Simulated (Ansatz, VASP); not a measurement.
# Two plane-wave programs on PtS2

```xyz
6
Lattice="3.5414 0.0000 0.0000 -1.7707 3.0670 0.0000 0.0000 0.0000 22.4672" Properties=species:S:1:pos:R:3 pbc="T T T"
S     1.7707    1.0223    4.5000
S     0.0000    2.0447    6.9836
S     1.7707    2.0447   11.7236
S     0.0000    3.0670   14.2072
Pt    0.0000    0.0000    5.7418
Pt    0.0000    1.0223   12.9654
```

Alike in both runs: task single point; functional PBE; dispersion D3(BJ); k mesh 9 × 9 × 1; occupations gaussian, width 0.05 eV; no spin polarisation.

|  | VASP | Ansatz |
| --- | --- | --- |
| version | VASP 6.6.1 | Ansatz 0.2.0 |
| potentials or method | VASP PAW PBE potentials, release 64 (S, Pt), cutoff 520 eV | scalar-relativistic, plane waves, PAW |
| valence electrons in the cell | 44 | 60 |

```tsv
	VASP	Ansatz	Ansatz less VASP
gap on the k mesh at the Fermi level (eV)	1.77	1.76	-0.002
least direct gap on the mesh (eV)	1.84	1.83	-0.003
rms of the force components (eV/Å)	0.016	0.015	-0.0012
```

VASP's potentials hold 44 valence electrons a cell and Ansatz's 60, so a difference there can come from the potentials and not from the codes.

Spin-orbit coupling is off throughout.
